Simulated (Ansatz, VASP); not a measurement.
## Co: VASP beside Ansatz

Contents of INCAR:

```
SYSTEM = Co
ALGO = Normal
EDIFF = 1E-6
ENCUT = 600
GGA_COMPAT = .FALSE.
ISIF = 2
ISMEAR = -1
ISPIN = 2
LASPH = .TRUE.
LCHARG = .FALSE.
LMAXMIX = 4
LORBIT = 11
LREAL = .FALSE.
LWAVE = .FALSE.
MAGMOM = 1.558 1.558
NBANDS = 28
NELM = 200
PREC = Accurate
SIGMA = 0.05
```

Contents of KPOINTS:

```
k-points
0
G
  5 5 3
  0 0 0
```

File POSCAR:

```
Co
1.0
    2.4273810165      0.0000000000      0.0000000000
   -1.2136905082      2.1021736250      0.0000000000
    0.0000000000      0.0000000000      3.9230481332
Co
2
Direct
    0.3333333333      0.6666666667      0.2500000000
    0.6666666667      0.3333333333      0.7500000000
```

Input for Ansatz:

```yaml
crystal:
  lattice:
    - [2.4273810165, 0.0, 0.0]
    - [-1.2136905082, 2.102173625, 0.0]
    - [0.0, 0.0, 3.9230481332]
  atoms:
    - { symbol: Co, position: [0.3333333333, 0.6666666667, 0.25], spin: 1.558 }
    - { symbol: Co, position: [0.6666666667, 0.3333333333, 0.75], spin: 1.558 }
hamiltonian:
  xc: lda
  pseudopotentials:
    kind: paw
    azcp:
      Co: "pseudopotentials/Co.paw.azcp"
basis:
  ecutwfc: 420
  fft_grid_basis: typed
kpoints:
  mp_grid: { grid: [5, 5, 3], shift: [0, 0, 0] }
magnetization:
  spin_polarized: true
scf:
  occupations: { method: fermi_dirac, width: 0.05 }
  lower_state_search: "off"
output:
  stress: true
  write_density: true
  write_potential: true
  elf: true
  volumetric_format: npy
```

Alike in both runs: task single point; functional LDA; k mesh 5 × 5 × 3; occupations fermi-dirac, width 0.05 eV; collinear spin.

|  | VASP | Ansatz |
| --- | --- | --- |
| version | VASP 6.6.1 | Ansatz 0.2.0 |
| potentials or method | VASP PAW LDA potentials, release 64 (Co_sv), cutoff 600 eV | plane waves (420 eV) with PAW, scalar-relativistic |
| valence electrons in the cell | 34 | 34 |

VASP gave:

- pressure (GPa): -3.1
- traceless stress, the component that is largest in VASP (GPa): -0.89
- net moment per atom (μB): 1.55
- size of the moment on the site where the two differ most (μB): 1.55

Question: Estimate Ansatz's values.

Answer: Pressure (GPa): 1.1; traceless stress, the component that is largest in VASP (GPa): -1.24; net moment per atom (μB): 1.58; size of the moment on the site where the two differ most (μB): 1.60.

Ansatz warns that its potentials were made for another functional, while VASP's fit it. LDA's correlation is that of Perdew and Zunger in VASP and of Perdew and Wang (1992) in Ansatz. Site moments also hang on the region over which each program counts them. One of these differences is far larger than is usual between the two programs; its cause wasn't traced.

The k mesh is coarse, so the values compare programs but aren't converged.
